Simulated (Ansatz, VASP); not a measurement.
**Two plane-wave programs on Pb**

```xyz
1
Lattice="-1.9797 1.9797 1.9797 1.9797 -1.9797 1.9797 1.9797 1.9797 -1.9797" Properties=species:S:1:pos:R:3 pbc="T T T"
Pb    0.0000    0.0000    0.0000
```

Alike in both runs: task relaxation of cell and atoms; functional revPBE; k mesh 9 × 9 × 9; occupations fermi-dirac, width 0.05 eV; no spin polarisation.

|  | VASP | Ansatz |
| --- | --- | --- |
| version | VASP 6.6.1 | Ansatz 0.2.0 |
| potentials or method | VASP PAW PBE potentials, release 64 (Pb_d) | Ansatz PAW |
| plane-wave cutoff (eV) | 600 | 420 |
| valence electrons in the cell | 14 | 14 |

VASP gave:

* gap on the k mesh at the Fermi level, each at its own relaxed structure (eV): none
* relaxed volume (Å³/atom): 32.60
* relaxed cell length with the largest relative difference (Å): 3.486

**Question.** Which values does Ansatz return?

**Answer.** gap on the k mesh at the Fermi level, each at its own relaxed structure (eV): none; relaxed volume (Å³/atom): 32.58; relaxed cell length with the largest relative difference (Å): 3.485.

VASP's potentials were made for PBE, not for revPBE. A gap of «none» marks a metal or a gap that the smearing closes.

Neither program's run includes spin-orbit coupling. Noted on Ansatz's run: the plane-wave basis is chosen anew once the cell has moved, so the energies of steps on either side of that aren't comparable.
